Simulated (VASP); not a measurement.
# Cd: single point with PBEsol

Cd:

```
CELL_PARAMETERS angstrom
2.99860 0.00000 0.00000
-1.49930 2.59686 0.00000
0.00000 0.00000 5.65485
ATOMIC_POSITIONS crystal
Cd 0.66667 0.33333 0.75000
Cd 0.33333 0.66667 0.25000
```

* Program: VASP 6.6.1
* Task: single point
* Functional: PBEsol
* Potentials or basis: VASP PAW PBE potentials, release 64 (Cd)
* Cutoff: 520 eV
* k mesh: 10 × 10 × 5
* Occupations: fermi-dirac, width 0.05 eV
* Spin: no spin polarisation
* Dipole correction: no
* Further INCAR settings: ALGO = Normal; EDIFF = 1e-06; NBANDS = 19

```
Pressure               : -2.3 GPa
Band gap on the k mesh : zero (band 12 reaches 3.64 eV, above the bottom of band 13 at -0.33 eV)
```

Stress tensor (GPa, compression positive):
```
-2.15  0.00  0.00
 0.00 -2.15  0.00
 0.00  0.00 -2.50
```

Levels at points of the mesh, in eV from the Fermi level:
```tsv
k point	band 10	band 11	band 12	band 13	band 14	band 15
(0.00, 0.00, 0.00)	-8.26	-8.26	-2.92	-2.85	10.56	14.50
(0.50, 0.00, 0.00)	-7.98	-2.18	-1.72	2.05	3.12	3.18
```

Wall time 17 s on 1 thread of Intel(R) Xeon(R) Platinum 8375C CPU @ 2.90GHz (Ice Lake), with other jobs on the host, peak memory 0.17 GiB.

Caveat: the PAW data sets were made with another functional, which shifts forces and pressure a little.
